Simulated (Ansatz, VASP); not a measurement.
**Two plane-wave programs on Sn4SeS3**

```
Sn Se S
1.0
     4.16129   -5.89658    0.00000
     4.16129    5.89658    0.00000
     0.00000    0.00000    4.18143
Sn Se S
4 1 3
Direct
  0.25323 0.74677 0.00000
  0.74677 0.25323 0.00000
  0.25653 0.25653 0.50000
  0.74347 0.74347 0.50000
  0.00000 0.00000 0.00000
  0.50000 0.50000 0.00000
  0.00000 0.50000 0.50000
  0.50000 0.00000 0.50000
```

Alike in both runs: functional PBE; k mesh 4 × 4 × 4; occupations gaussian, width 0.1 eV; no spin polarisation.

Ansatz relaxed the structure, and its values are those at the end. VASP's run is a single point on that final structure, the one shown.

|  | VASP | Ansatz |
| --- | --- | --- |
| version | VASP 6.6.1 | Ansatz 0.2.0 |
| potentials or method | VASP PAW PBE potentials, release 64 (Sn_d, Se, S), cutoff 520 eV | scalar-relativistic, plane waves, PAW |
| valence electrons in the cell | 80 | 90 |

Ansatz gave:

| Quantity | Value |
| --- | --- |
| gap on the k mesh at the Fermi level (eV) | 0.42 |
| least direct gap on the mesh (eV) | 0.44 |
| pressure (GPa) | -0.2 |
| rms of the force components (eV/Å) | 0.003 |

Task: What did VASP give for the same quantities?

Result: gap on the k mesh at the Fermi level (eV): 0.42; least direct gap on the mesh (eV): 0.44; pressure (GPa): -0.3; rms of the force components (eV/Å): 0.004.

The functional is the same, so the differences come from potentials, cutoffs and numerics. VASP's potentials hold 80 valence electrons a cell and Ansatz's 90, so a difference there can come from the potentials and not from the codes.
